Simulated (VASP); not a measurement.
# Be24N in VASP: notebook

The runs below take Be24N through single point, with PBE.

Everything below comes from runs of VASP 6.6.1. Logs are shortened: lines on timing, memory, paths and dates and some standing lists are left out, and cuts for length are marked.

### 1 The cell of the first run

The cell holds a slab with vacuum, 25 atoms: a = 4.525 Å, b = 7.134 Å, c = 19.869 Å, α = 90.00°, β = 90.00°, γ = 90.00°.

### 2 Single point, PBE

INCAR

```
SYSTEM = Be24N
ALGO = Normal
DIPOL = 0.5 0.5 0.320
EDIFF = 1E-7
ENCUT = 520
GGA = PE
IDIPOL = 3
ISIF = 2
ISMEAR = 0
LASPH = .True.
LCHARG = .False.
LDIPOL = .True.
LREAL = Auto
LWAVE = .False.
NBANDS = 44
NELM = 100
PREC = Accurate
SIGMA = 0.1
```

KPOINTS

```
k-points
0
Gamma
  6 4 1
  0 0 0
```

POSCAR

```
Be24N
1.0
    4.5254381414      0.0000000000      0.0000000000
    0.0000000000      7.1336190818      0.0000000000
    0.0000000000      0.0000000000     19.8685529820
Be N
24 1
Direct
    0.0000000000      0.3750000000      0.2013231665
    0.0000000000      0.8750000000      0.2013231665
    0.5000000000      0.3750000000      0.2013231665
    0.5000000000      0.8750000000      0.2013231665
    0.2500000000      0.1250000000      0.2341987732
    0.2500000000      0.6250000000      0.2341987732
    0.7500000000      0.1250000000      0.2341987732
    0.7500000000      0.6250000000      0.2341987732
    0.2500000000      0.3750000000      0.2999499864
    0.2500000000      0.8750000000      0.2999499864
    0.7500000000      0.3750000000      0.2999499864
    0.7500000000      0.8750000000      0.2999499864
    0.0000000000      0.1250000000      0.3268353587
    0.0000000000      0.6250000000      0.3268353587
    0.5000000000      0.1250000000      0.3268353587
    0.5000000000      0.6250000000      0.3268353587
    0.0000000000      0.3750000000      0.3993099160
    0.0000000000      0.8750000000      0.3993099160
    0.5000000000      0.3750000000      0.3993099160
    0.5000000000      0.8750000000      0.3993099160
    0.2500000000      0.1250000000      0.4211958963
    0.2500000000      0.6250000000      0.4211958963
    0.7500000000      0.1250000000      0.4211958963
    0.7500000000      0.6250000000      0.4211958963
    0.3333333333      0.2500000000      0.4750291041
```

Potentials or basis: VASP PAW PBE potentials, release 64 (Be, N).

Run with:

```sh
$ cat potpaw_PBE.64/Be/POTCAR potpaw_PBE.64/N/POTCAR > POTCAR
$ mpirun -np 1 vasp_std > vasp.out
```

OUTCAR:

```text
SYSTEM = Be24N
   EDIFF = 1E-7
   ENCUT = 520
   GGA = PE
   ISIF = 2
   ISMEAR = 0
   LASPH = .True.
   LREAL = Auto
   NELM = 100
   PREC = Accurate

 ion  position               nearest neighbor table
   1  0.000  0.375  0.201-   5 2.21   6 2.21   7 2.21   8 2.21   9 2.26  11 2.26   3 2.26   3 2.26

   2  0.000  0.875  0.201-   5 2.21   6 2.21   7 2.21   8 2.21  10 2.26  12 2.26   4 2.26   4 2.26

   3  0.500  0.375  0.201-   5 2.21   6 2.21   7 2.21   8 2.21   9 2.26  11 2.26   1 2.26   1 2.26
[... 39 lines left out ...]
  23  0.750  0.125  0.421-  17 2.16  18 2.16  19 2.16  20 2.16  13 2.19  15 2.19  21 2.26  21 2.26

  24  0.750  0.625  0.421-  17 2.16  18 2.16  19 2.16  20 2.16  14 2.19  16 2.19  22 2.26  22 2.26

  25  0.333  0.250  0.475-  21 1.44  19 1.90

  LATTYP: Found a simple orthorhombic cell.
 ALAT       =     4.5254381414
 B/A-ratio  =     1.5763377730
 C/A-ratio  =     4.3904153280

  Lattice vectors:

 A1 = (   4.5254381414,   0.0000000000,   0.0000000000)
 A2 = (   0.0000000000,   7.1336190818,   0.0000000000)
 A3 = (   0.0000000000,   0.0000000000,  19.8685529820)

Analysis of symmetry for initial positions (statically):
=====================================================================
 Subroutine PRICEL returns:
 Original cell was already a primitive cell.

 Routine SETGRP: Setting up the symmetry group for a
 simple orthorhombic supercell.

 Subroutine GETGRP returns: Found  1 space group operations
 (whereof  1 operations were pure point group operations)
 out of a pool of  8 trial point group operations.

The static configuration has the point symmetry C_1 .

Analysis of symmetry for dynamics (positions and initial velocities):
=====================================================================
 Subroutine PRICEL returns:
 Original cell was already a primitive cell.

 Routine SETGRP: Setting up the symmetry group for a
 simple orthorhombic supercell.

 Subroutine GETGRP returns: Found  1 space group operations
 (whereof  1 operations were pure point group operations)
 out of a pool of  8 trial point group operations.

The dynamic configuration has the point symmetry C_1 .

 Subroutine INISYM returns: Found  1 space group operations
 (whereof  1 operations are pure point group operations),
 and found     1 'primitive' translations

----------------------------------------------------------------------------------------

                                     Primitive cell

  volume of cell :     641.4116

  direct lattice vectors                    reciprocal lattice vectors
     4.525438141  0.000000000  0.000000000     0.220973079  0.000000000  0.000000000
     0.000000000  7.133619082  0.000000000     0.000000000  0.140181300  0.000000000
     0.000000000  0.000000000 19.868552982     0.000000000  0.000000000  0.050330792

  length of vectors
     4.525438141  7.133619082 19.868552982     0.220973079  0.140181300  0.050330792

  position of ions in fractional coordinates (direct lattice)
     0.000000000  0.375000000  0.201323167
     0.000000000  0.875000000  0.201323167
     0.500000000  0.375000000  0.201323167
     0.500000000  0.875000000  0.201323167
     0.250000000  0.125000000  0.234198773
     0.250000000  0.625000000  0.234198773
[... 17 lines left out ...]
     0.750000000  0.625000000  0.421195896
     0.333333333  0.250000000  0.475029104

  ion indices of the primitive-cell ions
   primitive index   ion index
                 1           1
                 2           2
                 3           3
                 4           4
                 5           5
                 6           6
[... 17 lines left out ...]
                24          24
                25          25

----------------------------------------------------------------------------------------

 KPOINTS: k-points

Automatic generation of k-mesh.
 Grid dimensions read from file:
 generate k-points for:    6    4    1

 Generating k-lattice:

  Cartesian coordinates                     Fractional coordinates (reciprocal lattice)
     0.036828847  0.000000000  0.000000000     0.166666667  0.000000000  0.000000000
     0.000000000  0.035045325  0.000000000     0.000000000  0.250000000  0.000000000
     0.000000000  0.000000000  0.050330792     0.000000000  0.000000000  1.000000000

  Length of vectors
     0.036828847  0.035045325  0.050330792

  Shift w.r.t. Gamma in fractional coordinates (k-lattice)
     0.000000000  0.000000000  0.000000000

 Subroutine IBZKPT returns following result:
 ===========================================

 Found     14 irreducible k-points:

 Following reciprocal coordinates:
            Coordinates               Weight
  0.000000  0.000000  0.000000      1.000000
  0.166667  0.000000  0.000000      2.000000
  0.333333  0.000000  0.000000      2.000000
  0.500000  0.000000  0.000000      1.000000
  0.000000  0.250000  0.000000      2.000000
  0.166667  0.250000  0.000000      2.000000
  0.166667 -0.250000  0.000000      2.000000
  0.333333  0.250000  0.000000      2.000000
  0.333333 -0.250000  0.000000      2.000000
  0.500000  0.250000  0.000000      2.000000
  0.000000  0.500000  0.000000      1.000000
  0.166667  0.500000  0.000000      2.000000
  0.333333  0.500000  0.000000      2.000000
  0.500000  0.500000  0.000000      1.000000
   k-points           NKPTS =     14   k-points in BZ     NKDIM =     14   number of bands    NBANDS=     44
   number of dos      NEDOS =    301   number of ions     NIONS =     25
   total plane-waves  NPLWV = 291600
   dimension x,y,z NGX =    36 NGY =   54 NGZ =  150
   dimension x,y,z NGXF=    72 NGYF=  108 NGZF=  300
   ions per type =              24   1
   NGX,Y,Z   is equivalent  to a cutoff of  13.22, 12.58, 12.55 a.u.
   NGXF,Y,Z  is equivalent  to a cutoff of  26.45, 25.17, 25.10 a.u.
 SYSTEM =  Be24N
   PREC   = accura    normal or accurate (medium, high low for compatibility)
   ISTART =      0    job   : 0-new  1-cont  2-samecut
   ICHARG =      2    charge: 1-file 2-atom 10-const
   ISPIN  =      1    spin polarized calculation?
   LNONCOLLINEAR =      F non collinear calculations
   LSORBIT =      F    spin-orbit coupling
   LASPH  =      T    aspherical Exc in radial PAW
   ENCUT  =  520.0 eV  38.22 Ry    6.18 a.u.   8.41 13.26 36.94*2*pi/ulx,y,z
   NELM   =    100;   NELMIN=  2; NELMDL= -5     # of ELM steps
   EDIFF  = 0.1E-06   stopping-criterion for ELM
   LREAL  =      T    real-space projection
   EDIFFG = 0.1E-05   stopping-criterion for IOM
   NSW    =      0    number of steps for IOM
   IBRION =     -1    ionic relax: 0-MD 1-quasi-New 2-CG
   NFREE  =      0    steps in history (QN), initial steepest desc. (CG)
   ISIF   =      2    stress and relaxation
   ISYM   =      2    0-nonsym 1-usesym 2-fastsym
   POTIM  = 0.5000    time-step for ionic-motion
   TEBEG  =    0.0;   TEEND  =   0.0 temperature during run
   PSTRESS=    0.0 pullay stress
   NELECT =      53.0000    total number of electrons
   NUPDOWN=      -1.0000    fix difference up-down
   EMIN   =  10.00;   EMAX   =-10.00  energy-range for DOS
   EFERMI =   0.00;   METHOD = LEGACY
   ISMEAR =     0;   SIGMA  =   0.10  broadening in eV -4-tet -1-fermi 0-gaus
   EFERMI_NEDOS =   21; number of points for ismear=-14 and -15
   IALGO  =     38    algorithm
   IMIX   =      4    mixing-type and parameters
     AMIX     =   0.40;   BMIX     =  1.00
     AMIX_MAG =   1.60;   BMIX_MAG =  1.00
  volume/ion in A,a.u.               =      25.66       173.14
  Fermi-wavevector in a.u.,A,eV,Ry     =   0.713052  1.347473  6.917789  0.508443
  Thomas-Fermi vector in A             =   1.800589
   LORBIT       =      0    0 simple, 1 ext, 2 COOP (PROOUT), +10 PAW based schemes
   GGA     = PE    functional components
   LHFCALC =     F    Hartree Fock is set to
   AEXX    =    0.0000 exact exchange contribution
   IVDW    =     0    specifies the selected vdW correction
   LEPSILON=     F    determine dielectric tensor
   LRPA    =     F    only Hartree local field effects (RPA)
 non-spin polarized calculation
 Gauss-broadening in eV      SIGMA  =   0.10
  energy-cutoff  :      520.00
  volume of cell :      641.41
 maximum number of plane-waves:     17327
 NGX is ok and might be reduce to    36
   NGX = 17   NGY = 27   NGZ = 73

 dipolmoment           0.000000      0.000000     -0.066086 electrons x Angstroem

 number of electron      53.0000001 magnetization

 dipolmoment           0.000000      0.000000      0.238094 electrons x Angstroem

 Free energy of the ion-electron system (eV)
  ---------------------------------------------------
  ext. energy  EPLUGINS =         0.00000000
  ---------------------------------------------------
  free energy    TOTEN  =       -89.79047952 eV

  energy without entropy =      -89.76316363  energy(sigma->0) =      -89.77682157

 E-fermi :  -1.5201     XC(G=0):  -4.2125

 val. band max:       -1.5507132420   @ k =   0.3333   0.2500   0.0000
 cond. band min:      -1.4863338609   @ k =   0.5000   0.2500   0.0000
 fundamental gap:      0.0643793811
 Fermi energy:        -1.5201000275

 k-point     1 :       0.0000    0.0000    0.0000
  band No.  band energies     occupation
      1     -15.2359      2.00000
      2     -11.7962      2.00000
      3      -9.7438      2.00000
      4      -9.6696      2.00000
      5      -9.5871      2.00000
      6      -7.6842      2.00000
[... 563 lines left out ...]
     37       2.9211      0.00000
     38       3.0582      0.00000
 [bands above 38 left out]

------------------------ aborting loop because EDIFF is reached ----------------------------------------

 vacuum level on the upper side and lower side of the slab       (xc-potential included)         0.643        -0.656

  FORCE on cell =-STRESS in cart. coord.  units (eV):
  Direction    XX          YY          ZZ          XY          YZ          ZX
  --------------------------------------------------------------------------------------
  -------------------------------------------------------------------------------------
  Total       -1.7220112     -2.5155211      0.6348322      2.7669256      5.1405192      1.3524509
  in kB       -4.3013995     -6.2835021      1.5857427      6.9114835     12.8404658      3.3782773
  external PRESSURE =      -2.9997196 kB  Pullay stress =       0.0000000 kB

 VOLUME and BASIS-vectors are now :
 -----------------------------------------------------------------------------
  energy-cutoff  :      520.00
  volume of cell :      641.41
      direct lattice vectors                 reciprocal lattice vectors
     4.525438141  0.000000000  0.000000000     0.220973079  0.000000000  0.000000000
     0.000000000  7.133619082  0.000000000     0.000000000  0.140181300  0.000000000
     0.000000000  0.000000000 19.868552982     0.000000000  0.000000000  0.050330792

 POSITION                                       TOTAL-FORCE (eV/Angst)
 -----------------------------------------------------------------------------------
      0.00000      2.67511      4.00000        -0.038915      0.009068      0.455251
      0.00000      6.24192      4.00000         0.049993      0.040021      0.451259
      2.26272      2.67511      4.00000         0.022628      0.049482      0.461747
      2.26272      6.24192      4.00000        -0.017227     -0.062285      0.478747
      1.13136      0.89170      4.65319         0.027835     -0.021983     -0.704049
      1.13136      4.45851      4.65319         0.045955     -0.044203     -0.627035
[... 17 lines left out ...]
      3.39408      4.45851      8.36855         0.105586      0.181571      0.032559
      1.50848      1.78340      9.43814         1.416319      3.251038      0.026947
 -----------------------------------------------------------------------------------
    total drift:                                0.000071     -0.000025      0.001832

  FREE ENERGIE OF THE ION-ELECTRON SYSTEM (eV)
  ---------------------------------------------------
  free  energy   TOTEN  =       -89.7904795160 eV

  energy  without entropy=      -89.7631636319  energy(sigma->0) =      -89.77682157

 vacuum level on the upper side and lower side of the slab         4.287         2.950
```

Run time: 21 min. Hardware: 1 thread of Oxide Virtual Turin-like, shared host; peak memory 0.68 GiB.

Results:

```yaml
Free_energy: -89.7905 eV
Largest_force: 3.546 eV/Å
Band_gap_on_the_k_mesh: zero (an odd number of electrons rules out a gap without spin polarisation)
```

Forces in eV/Å, atoms in the order of the input:
```
Be  -0.039  0.009  0.455
Be   0.050  0.040  0.451
Be   0.023  0.049  0.462
Be  -0.017 -0.062  0.479
Be   0.028 -0.022 -0.704
Be   0.046 -0.044 -0.627
Be   0.013  0.090 -0.790
Be  -0.021 -0.141 -0.634
Be   0.015 -0.063 -0.015
Be  -0.054 -0.058  0.119
Be  -0.042 -0.256  0.192
Be  -0.001  0.042  0.188
Be  -0.113  0.106  0.114
Be   0.130  0.002  0.068
Be  -0.026 -0.143 -0.421
Be  -0.041  0.008  0.137
Be   0.425 -0.130  0.440
Be  -0.091 -0.220 -0.108
Be  -0.136 -0.499  1.161
Be   0.120 -0.372 -0.162
Be  -0.933 -2.365 -1.569
Be  -0.062  0.370  0.198
Be  -0.794  0.224  0.509
Be   0.106  0.182  0.033
N    1.416  3.251  0.027
```

### 3 Single point, PBE

INCAR

```
PREC     = Accurate       # precision mode
ENCUT    = 520            # plane-wave cutoff, eV
EDIFF    = 1E-6           # SCF threshold, eV
ISMEAR   = 0              # smearing method
SIGMA    = 0.1            # smearing width, eV
LREAL    = Auto         
LASPH    = True           # aspherical terms in the spheres
NELM     = 100            # most SCF steps
ALGO     = Normal         # electronic algorithm
ISIF     = 2              # what is computed and relaxed
LWAVE    = False          # write WAVECAR
LCHARG   = True           # write CHGCAR
LDIPOL   = True         
IDIPOL   = 3            
DIPOL    = 0.5 0.5 0.320
GGA      = PE             # functional
LELF     = True           # ELF
LVHAR    = True         
LVACPOTAV= True         
NBANDS   = 44             # bands
```

KPOINTS

```
Automatic mesh
0
Gamma
  6 4 1
```

Changes to POSCAR since step 2:

```diff
@@ -32,2 +32,2 @@
     0.7500000000      0.6250000000      0.4211958963
-    0.3333333333      0.2500000000      0.4750291041
+    0.4166666667      0.1875000000      0.4784824277
```

Potentials or basis: VASP PAW PBE potentials, release 64 (Be, N).

Run with:

```sh
$ cat potpaw_PBE.64/Be/POTCAR potpaw_PBE.64/N/POTCAR > POTCAR
$ mpirun -np 1 vasp_std > vasp.out
```

Wall time 24 min (1 thread of Oxide Virtual Turin-like, shared host); peak memory 0.68 GiB.

It converged, with:

| Quantity | Value |
| --- | --- |
| Free energy | -89.5988 eV |
| Largest force | 3.419 eV/Å |
| Band gap on the k mesh | zero (an odd number of electrons rules out a gap without spin polarisation) |

Forces in eV/Å, atoms in the order of the input:
```
Be  -0.060  0.002  0.449
Be   0.047  0.037  0.483
Be   0.039  0.070  0.491
Be  -0.026 -0.033  0.515
Be   0.052 -0.028 -0.748
Be   0.040 -0.037 -0.664
Be  -0.034  0.058 -0.804
Be  -0.018 -0.122 -0.762
Be   0.015 -0.054  0.091
Be  -0.037 -0.007  0.235
Be  -0.048 -0.171  0.238
Be   0.016  0.074  0.241
Be  -0.081  0.111  0.397
Be   0.046  0.058 -0.055
Be  -0.042 -0.106 -0.563
Be   0.032 -0.101  0.027
Be   0.016  0.439 -0.255
Be  -0.092 -0.407 -0.209
Be   0.129 -0.465  0.904
Be   0.070 -0.240 -0.027
Be  -1.937 -1.282 -1.671
Be  -0.140  0.356  0.080
Be  -1.288  0.411  1.482
Be   0.149  0.112  0.107
N    3.151  1.325  0.017
```

Levels at points of the mesh, in eV from the Fermi level:
| k point | band 23 | band 24 | band 25 | band 26 | band 27 | band 28 | band 29 | band 30 |
| --- | --- | --- | --- | --- | --- | --- | --- | --- |
| (0.00, 0.00, 0.00) | -1.67 | -1.25 | -0.58 | -0.24 | 0.11 | 0.53 | 0.78 | 1.17 |
| (0.50, 0.00, 0.00) | -0.99 | -0.38 | -0.13 | 0.20 | 0.82 | 1.18 | 1.44 | 1.44 |
| (0.00, 0.50, 0.00) | -1.14 | -1.10 | -0.87 | -0.84 | -0.44 | 0.01 | 0.81 | 1.12 |
| (0.50, 0.50, 0.00) | -1.06 | -0.77 | -0.38 | 0.02 | 0.26 | 0.29 | 0.53 | 0.91 |
